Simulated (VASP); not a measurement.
# SiGe2C2 (P4/mmm) in VASP: notebook

The runs below take SiGe2C2 through single point, with PBE.

Program: VASP 6.6.1. These are calculated values, not measurements. Logs are shortened: lines on timing, memory, paths and dates and some standing lists are left out, and cuts for length are marked.

## Step 1: The cell of the first run

The structure is tetragonal, space group P4/mmm (No. 123). Conventional cell: a = 3.894 Å, b = 3.894 Å, c = 3.956 Å, α = 90.00°, β = 90.00°, γ = 90.00°. Si (site symmetry 4/mmm) has 4 Ge at 1.95 Å and 2 C at 1.98 Å within 2.6 Å. Within 2.6 Å of Ge (site symmetry mmm) lie 2 Si at 1.95 Å. Within 3.6 Å of C (site symmetry 4/mmm) lie 4 C at 2.75 Å and 8 Ge at 2.78 Å and 8 Si at 3.39 Å. C (site symmetry 4/mmm) has 2 Si at 1.98 Å within 2.6 Å.

The cell was built from a structure type or drawn by symmetry, and may not be a known phase.

## Step 2: Single point, PBE

The input, INCAR:

```
SYSTEM = SiGe2C2
PREC     = Accurate       ! precision mode
ENCUT    = 520            ! plane-wave cutoff, eV
EDIFF    = 1E-7           ! SCF threshold, eV
ISMEAR   = 0              ! smearing method
SIGMA    = 0.1            ! smearing width, eV
LREAL    = .FALSE.        ! projectors in reciprocal space
LASPH    = .TRUE.         ! aspherical terms in the spheres
NELM     = 100            ! most SCF steps
ALGO     = Normal         ! electronic algorithm
ISIF     = 2              ! what is computed and relaxed
LWAVE    = .FALSE.        ! write WAVECAR
LCHARG   = .FALSE.        ! write CHGCAR
GGA      = PE             ! functional
NBANDS   = 28             ! bands
```

The input, KPOINTS:

```
regular mesh
0
G
  4 4 4
  0 0 0
```

The input, POSCAR:

```
SiGe2C2
1.0
    3.8944287600      0.0000000000      0.0000000000
    0.0000000000      3.8944287600      0.0000000000
    0.0000000000      0.0000000000      3.9559710500
Si Ge C
1 2 2
Direct
    0.5000000000      0.5000000000      0.5000000000
    0.0000000000      0.5000000000      0.5000000000
    0.5000000000      0.0000000000      0.5000000000
    0.0000000000      0.0000000000      0.0000000000
    0.5000000000      0.5000000000      0.0000000000
```

Potentials or basis: VASP PAW PBE potentials, release 64 (Si, Ge_d, C).

The run is started by

```
$ cat potpaw_PBE.64/Si/POTCAR potpaw_PBE.64/Ge_d/POTCAR potpaw_PBE.64/C/POTCAR > POTCAR
$ mpirun -np 1 vasp_std > vasp.out
```

OUTCAR:

```text
SYSTEM = SiGe2C2
   PREC = Accurate
   ENCUT = 520
   EDIFF = 1E-7
   ISMEAR = 0
   LREAL = .FALSE.
   LASPH = .TRUE.
   NELM = 100
   ISIF = 2
   GGA = PE

 ion  position               nearest neighbor table
   1  0.500  0.500  0.500-   2 1.95   3 1.95   3 1.95   2 1.95   5 1.98   5 1.98
   2  0.000  0.500  0.500-   1 1.95   1 1.95   3 2.75   3 2.75   3 2.75   3 2.75
   3  0.500  0.000  0.500-   1 1.95   1 1.95   2 2.75   2 2.75   2 2.75   2 2.75
   4  0.000  0.000  0.000-
   5  0.500  0.500  0.000-   1 1.98   1 1.98

  LATTYP: Found a simple tetragonal cell.
 ALAT       =     3.8944287600
 C/A-ratio  =     1.0158026488

  Lattice vectors:

 A1 = (   3.8944287600,   0.0000000000,   0.0000000000)
 A2 = (   0.0000000000,   3.8944287600,   0.0000000000)
 A3 = (   0.0000000000,   0.0000000000,   3.9559710500)

Analysis of symmetry for initial positions (statically):
=====================================================================
 Subroutine PRICEL returns:
 Original cell was already a primitive cell.

 Routine SETGRP: Setting up the symmetry group for a
 simple tetragonal supercell.

 Subroutine GETGRP returns: Found 16 space group operations
 (whereof 16 operations were pure point group operations)
 out of a pool of 16 trial point group operations.

The static configuration has the point symmetry D_4h.

Analysis of symmetry for dynamics (positions and initial velocities):
=====================================================================
 Subroutine PRICEL returns:
 Original cell was already a primitive cell.

 Routine SETGRP: Setting up the symmetry group for a
 simple tetragonal supercell.

 Subroutine GETGRP returns: Found 16 space group operations
 (whereof 16 operations were pure point group operations)
 out of a pool of 16 trial point group operations.

The dynamic configuration has the point symmetry D_4h.

 Subroutine INISYM returns: Found 16 space group operations
 (whereof 16 operations are pure point group operations),
 and found     1 'primitive' translations

----------------------------------------------------------------------------------------

                                     Primitive cell

  volume of cell :      59.9985

  direct lattice vectors                    reciprocal lattice vectors
     3.894428760  0.000000000  0.000000000     0.256777068  0.000000000  0.000000000
     0.000000000  3.894428760  0.000000000     0.000000000  0.256777068  0.000000000
     0.000000000  0.000000000  3.955971050     0.000000000  0.000000000  0.252782436

  length of vectors
     3.894428760  3.894428760  3.955971050     0.256777068  0.256777068  0.252782436

  position of ions in fractional coordinates (direct lattice)
     0.500000000  0.500000000  0.500000000
     0.000000000  0.500000000  0.500000000
     0.500000000  0.000000000  0.500000000
     0.000000000  0.000000000  0.000000000
     0.500000000  0.500000000  0.000000000

  ion indices of the primitive-cell ions
   primitive index   ion index
                 1           1
                 2           2
                 3           3
                 4           4
                 5           5

----------------------------------------------------------------------------------------

 KPOINTS: regular mesh

Automatic generation of k-mesh.
 Grid dimensions read from file:
 generate k-points for:    4    4    4

 Generating k-lattice:

  Cartesian coordinates                     Fractional coordinates (reciprocal lattice)
     0.064194267  0.000000000  0.000000000     0.250000000  0.000000000  0.000000000
     0.000000000  0.064194267  0.000000000     0.000000000  0.250000000  0.000000000
     0.000000000  0.000000000  0.063195609     0.000000000  0.000000000  0.250000000

  Length of vectors
     0.064194267  0.064194267  0.063195609

  Shift w.r.t. Gamma in fractional coordinates (k-lattice)
     0.000000000  0.000000000  0.000000000

 Subroutine IBZKPT returns following result:
 ===========================================

 Found     18 irreducible k-points:

 Following reciprocal coordinates:
            Coordinates               Weight
  0.000000  0.000000  0.000000      1.000000
  0.250000  0.000000  0.000000      4.000000
  0.500000  0.000000  0.000000      2.000000
  0.250000  0.250000  0.000000      4.000000
  0.500000  0.250000  0.000000      4.000000
  0.500000  0.500000  0.000000      1.000000
[... 10 lines left out ...]
  0.500000  0.250000  0.500000      4.000000
  0.500000  0.500000  0.500000      1.000000
   k-points           NKPTS =     18   k-points in BZ     NKDIM =     18   number of bands    NBANDS=     28
   number of dos      NEDOS =    301   number of ions     NIONS =      5
   total plane-waves  NPLWV =  27000
   dimension x,y,z NGX =    30 NGY =   30 NGZ =   30
   dimension x,y,z NGXF=    60 NGYF=   60 NGZF=   60
   ions per type =               1   2   2
   NGX,Y,Z   is equivalent  to a cutoff of  12.81, 12.81, 12.61 a.u.
   NGXF,Y,Z  is equivalent  to a cutoff of  25.61, 25.61, 25.21 a.u.
 SYSTEM =  SiGe2C2
   PREC   = accura    normal or accurate (medium, high low for compatibility)
   ISTART =      0    job   : 0-new  1-cont  2-samecut
   ICHARG =      2    charge: 1-file 2-atom 10-const
   ISPIN  =      1    spin polarized calculation?
   LNONCOLLINEAR =      F non collinear calculations
   LSORBIT =      F    spin-orbit coupling
   LASPH  =      T    aspherical Exc in radial PAW
   ENCUT  =  520.0 eV  38.22 Ry    6.18 a.u.   7.24  7.24  7.36*2*pi/ulx,y,z
   NELM   =    100;   NELMIN=  2; NELMDL= -5     # of ELM steps
   EDIFF  = 0.1E-06   stopping-criterion for ELM
   LREAL  =      F    real-space projection
   EDIFFG = 0.1E-05   stopping-criterion for IOM
   NSW    =      0    number of steps for IOM
   IBRION =     -1    ionic relax: 0-MD 1-quasi-New 2-CG
   NFREE  =      0    steps in history (QN), initial steepest desc. (CG)
   ISIF   =      2    stress and relaxation
   ISYM   =      2    0-nonsym 1-usesym 2-fastsym
   POTIM  = 0.5000    time-step for ionic-motion
   TEBEG  =    0.0;   TEEND  =   0.0 temperature during run
   PSTRESS=    0.0 pullay stress
   NELECT =      40.0000    total number of electrons
   NUPDOWN=      -1.0000    fix difference up-down
   EMIN   =  10.00;   EMAX   =-10.00  energy-range for DOS
   EFERMI =   0.00;   METHOD = LEGACY
   ISMEAR =     0;   SIGMA  =   0.10  broadening in eV -4-tet -1-fermi 0-gaus
   EFERMI_NEDOS =   21; number of points for ismear=-14 and -15
   IALGO  =     38    algorithm
   IMIX   =      4    mixing-type and parameters
     AMIX     =   0.40;   BMIX     =  1.00
     AMIX_MAG =   1.60;   BMIX_MAG =  1.00
  volume/ion in A,a.u.               =      12.00        80.98
  Fermi-wavevector in a.u.,A,eV,Ry     =   1.430149  2.702590 27.828352  2.045326
  Thomas-Fermi vector in A             =   2.550026
   LORBIT       =      0    0 simple, 1 ext, 2 COOP (PROOUT), +10 PAW based schemes
   GGA     = PE    functional components
   LHFCALC =     F    Hartree Fock is set to
   AEXX    =    0.0000 exact exchange contribution
   IVDW    =     0    specifies the selected vdW correction
   LEPSILON=     F    determine dielectric tensor
   LRPA    =     F    only Hartree local field effects (RPA)
 non-spin polarized calculation
 Gauss-broadening in eV      SIGMA  =   0.10
  energy-cutoff  :      520.00
  volume of cell :       60.00
 maximum number of plane-waves:      1636
 NGX is ok and might be reduce to    30
   NGX = 15   NGY = 15   NGZ = 15

 number of electron      40.0000041 magnetization

 Free energy of the ion-electron system (eV)
  ---------------------------------------------------
  ext. energy  EPLUGINS =         0.00000000
  ---------------------------------------------------
  free energy    TOTEN  =       -15.79520253 eV

  energy without entropy =      -15.77585719  energy(sigma->0) =      -15.78552986

 E-fermi :   8.0146     XC(G=0): -11.8521

 val. band max:        8.0121847965   @ k =   0.2500   0.0000   0.5000
 cond. band min:       8.0278941808   @ k =   0.2500   0.0000   0.2500
 fundamental gap:      0.0157093843
 Fermi energy:         8.0145648517

 k-point     1 :       0.0000    0.0000    0.0000
  band No.  band energies     occupation
      1     -17.4171      2.00000
      2     -17.2031      2.00000
      3     -17.1451      2.00000
      4     -17.0432      2.00000
      5     -17.0432      2.00000
      6     -17.0322      2.00000
[... 20 lines left out ...]
     27      14.3325      0.00000
     28      14.3327      0.00000

 k-point     2 :       0.2500    0.0000    0.0000
  band No.  band energies     occupation
      1     -17.3660      2.00000
      2     -17.1718      2.00000
      3     -17.1556      2.00000
      4     -17.0385      2.00000
      5     -17.0366      2.00000
      6     -17.0133      2.00000
[... 20 lines left out ...]
     27      13.0737      0.00000
     28      14.8624      0.00000

 k-point     3 :       0.5000    0.0000    0.0000
  band No.  band energies     occupation
      1     -17.2809      2.00000
      2     -17.2325      2.00000
      3     -17.0371      2.00000
      4     -17.0366      2.00000
      5     -17.0327      2.00000
      6     -17.0288      2.00000
[... 20 lines left out ...]
     27      15.3564      0.00000
     28      15.8157      0.00000

 k-point     4 :       0.2500    0.2500    0.0000
  band No.  band energies     occupation
      1     -17.3344      2.00000
      2     -17.1964      2.00000
      3     -17.1225      2.00000
      4     -17.0613      2.00000
      5     -17.0081      2.00000
      6     -16.9901      2.00000
[... 20 lines left out ...]
     27      14.8516      0.00000
     28      16.5593      0.00000

 k-point     5 :       0.5000    0.2500    0.0000
  band No.  band energies     occupation
      1     -17.2738      2.00000
      2     -17.2515      2.00000
      3     -17.0696      2.00000
      4     -17.0490      2.00000
      5     -17.0482      2.00000
      6     -16.9932      2.00000
[... 20 lines left out ...]
     27      16.9125      0.00000
     28      17.2947      0.00000

 k-point     6 :       0.5000    0.5000    0.0000
  band No.  band energies     occupation
      1     -17.2692      2.00000
      2     -17.2692      2.00000
      3     -17.0860      2.00000
      4     -17.0522      2.00000
      5     -17.0522      2.00000
      6     -17.0010      2.00000
[... 277 lines left out ...]
      5     -17.0363      2.00000
      6     -17.0315      2.00000
[... 20 lines left out ...]
     27      16.3250      0.00000
     28      17.0539      0.00000

 k-point    16 :       0.2500    0.2500    0.5000
  band No.  band energies     occupation
      1     -17.3330      2.00000
      2     -17.1953      2.00000
      3     -17.1221      2.00000
      4     -17.0662      2.00000
      5     -17.0102      2.00000
      6     -16.9856      2.00000
[... 20 lines left out ...]
     27      15.3264      0.00000
     28      16.3866      0.00000

 k-point    17 :       0.5000    0.2500    0.5000
  band No.  band energies     occupation
      1     -17.2727      2.00000
      2     -17.2504      2.00000
      3     -17.0753      2.00000
      4     -17.0485      2.00000
      5     -17.0477      2.00000
      6     -16.9947      2.00000
[... 20 lines left out ...]
     27      15.9158      0.00000
     28      17.1216      0.00000

 k-point    18 :       0.5000    0.5000    0.5000
  band No.  band energies     occupation
      1     -17.2682      2.00000
      2     -17.2682      2.00000
      3     -17.0928      2.00000
      4     -17.0518      2.00000
      5     -17.0518      2.00000
      6     -17.0056      2.00000
[... 20 lines left out ...]
     27      17.1263      0.00000
     28      17.1264      0.00000

------------------------ aborting loop because EDIFF is reached ----------------------------------------

  FORCE on cell =-STRESS in cart. coord.  units (eV):
  Direction    XX          YY          ZZ          XY          YZ          ZX
  --------------------------------------------------------------------------------------
  -------------------------------------------------------------------------------------
  Total       37.5798184     37.5798184     -5.6929961      0.0000000     -0.0000000      0.0000000
  in kB     1003.5167530   1003.5167530   -152.0235373      0.0000000     -0.0000000      0.0000000
  external PRESSURE =     618.3366563 kB  Pullay stress =       0.0000000 kB

 VOLUME and BASIS-vectors are now :
 -----------------------------------------------------------------------------
  energy-cutoff  :      520.00
  volume of cell :       60.00
      direct lattice vectors                 reciprocal lattice vectors
     3.894428760  0.000000000  0.000000000     0.256777068  0.000000000  0.000000000
     0.000000000  3.894428760  0.000000000     0.000000000  0.256777068  0.000000000
     0.000000000  0.000000000  3.955971050     0.000000000  0.000000000  0.252782436

 POSITION                                       TOTAL-FORCE (eV/Angst)
 -----------------------------------------------------------------------------------
      1.94721      1.94721      1.97799         0.000000      0.000000      0.000000
      0.00000      1.94721      1.97799         0.000000      0.000000      0.000000
      1.94721      0.00000      1.97799         0.000000      0.000000      0.000000
      0.00000      0.00000      0.00000         0.000000      0.000000      0.000000
      1.94721      1.94721      0.00000         0.000000      0.000000      0.000000
 -----------------------------------------------------------------------------------
    total drift:                                0.000000      0.000000     -0.000000

  FREE ENERGIE OF THE ION-ELECTRON SYSTEM (eV)
  ---------------------------------------------------
  free  energy   TOTEN  =       -15.7952025290 eV

  energy  without entropy=      -15.7758571923  energy(sigma->0) =      -15.78552986
```

Wall time 58 s (1 thread of Intel Xeon Platinum 8259CL at 2.50GHz (Skylake/Cascade Lake), shared host); peak memory 0.18 GiB.

What came out:

```
Free energy            : -15.7952 eV
Pressure               : 61.8 GPa
Band gap on the k mesh : zero (bands 20 and 21 overlap by 3.20 eV)
```

Stress tensor (GPa, compression positive):
```
100.35   0.00   0.00
  0.00 100.35   0.00
  0.00   0.00 -15.20
```

Caveat: the k points lie up to 0.40 Å⁻¹ apart, too coarse for converged energies and pressures of a metal.

## Step 3: Single point, PBE

This run uses another cell than the first one, of 16.59 Å³/atom.

The input, INCAR:

```
SYSTEM = SiGe2C2
  PREC = Accurate
  ENCUT = 520
  EDIFF = 1E-6
  ISMEAR = 0
  SIGMA = 0.1
  LREAL = .FALSE.
  LASPH = .TRUE.
  NELM = 100
  ALGO = Normal
  ISIF = 2
  LWAVE = .FALSE.
  LCHARG = .FALSE.
  GGA = PE
  NBANDS = 28
```

KPOINTS is that of step 2.

Changes to POSCAR since step 2:

```diff
@@ -2,5 +2,5 @@
 1.0
-    3.8944287600      0.0000000000      0.0000000000
-    0.0000000000      3.8944287600      0.0000000000
-    0.0000000000      0.0000000000      3.9559710500
+    4.9075965257      0.0000000000      0.0000000000
+    0.0000000000      4.9075965257      0.0000000000
+    0.0000000000      0.0000000000      3.4439055413
 Si Ge C
```

Potentials or basis: VASP PAW PBE potentials, release 64 (Si, Ge_d, C).

The run is started by

```
$ cat potpaw_PBE.64/Si/POTCAR potpaw_PBE.64/Ge_d/POTCAR potpaw_PBE.64/C/POTCAR > POTCAR
$ mpirun -np 1 vasp_std > vasp.out
```

It took 62 s on 1 thread of Intel Xeon Platinum 8259CL at 2.50GHz (Skylake/Cascade Lake), shared host; peak memory 0.2 GiB.

It converged, with:

* Free energy: -22.7237 eV
* Pressure: 0.0 GPa
* Band gap on the k mesh: zero (bands 20 and 21 overlap by 1.70 eV)

Stress tensor (GPa, compression positive):
```
 0.03  0.00  0.00
 0.00  0.03  0.00
 0.00  0.00 -0.14
```

Levels at points of the mesh, in eV from the Fermi level:
```tsv
k point	band 16	band 17	band 18	band 19	band 20	band 21	band 22	band 23	band 24	band 25
(0.00, 0.00, 0.00)	-5.87	-5.47	-1.24	-1.24	0.44	1.34	2.85	2.85	4.58	4.59
(0.50, 0.00, 0.00)	-5.39	-2.41	-1.65	-0.78	0.40	0.49	1.75	2.98	3.86	3.89
(0.50, 0.50, 0.00)	-2.85	-0.86	-0.86	-0.06	0.78	0.78	0.87	1.20	3.10	3.10
(0.00, 0.00, 0.50)	-3.76	-3.76	-2.20	-2.20	-0.50	-0.02	0.15	0.33	0.33	2.38
(0.50, 0.00, 0.50)	-3.39	-3.07	-2.23	-1.88	-1.56	-0.23	0.58	0.93	2.36	2.65
(0.50, 0.50, 0.50)	-4.11	-4.11	-3.57	0.36	0.41	0.41	1.98	3.34	3.73	3.73
```

Caveat: the k points lie up to 0.46 Å⁻¹ apart, too coarse for converged energies and pressures of a metal.

(Continued in part 2 of 2.)
